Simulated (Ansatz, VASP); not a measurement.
# Two plane-wave programs on W3O

```
W O
1.0
     4.88450    0.00000    0.00000
     0.00000    4.88450    0.00000
     0.00000    0.00000    4.88450
W O
6 2
Direct
  0.50000 0.75000 0.00000
  0.00000 0.50000 0.75000
  0.25000 0.00000 0.50000
  0.50000 0.25000 0.00000
  0.00000 0.50000 0.25000
  0.75000 0.00000 0.50000
  0.50000 0.50000 0.50000
  0.00000 0.00000 0.00000
```

Alike in both runs: functional PBE; k mesh 8 × 8 × 8; occupations gaussian, width 0.1 eV; no spin polarisation.

Ansatz relaxed the structure, and its values are those at the end. VASP's run is a single point on that final structure, the one shown.

```csv
,VASP,Ansatz
version,VASP 6.6.1,Ansatz 0.2.0
potentials or method,"VASP PAW PBE potentials, release 64 (W_sv, O), cutoff 520 eV","scalar-relativistic, plane waves, PAW"
valence electrons in the cell,96,96
```

```csv
,VASP,Ansatz,Ansatz less VASP
gap on the k mesh at the Fermi level (eV),none,none,-
pressure (GPa),0.8,0.0,-0.77
```

A gap of «none» marks a metal or a gap that the smearing closes.

Spin-orbit coupling is off throughout.
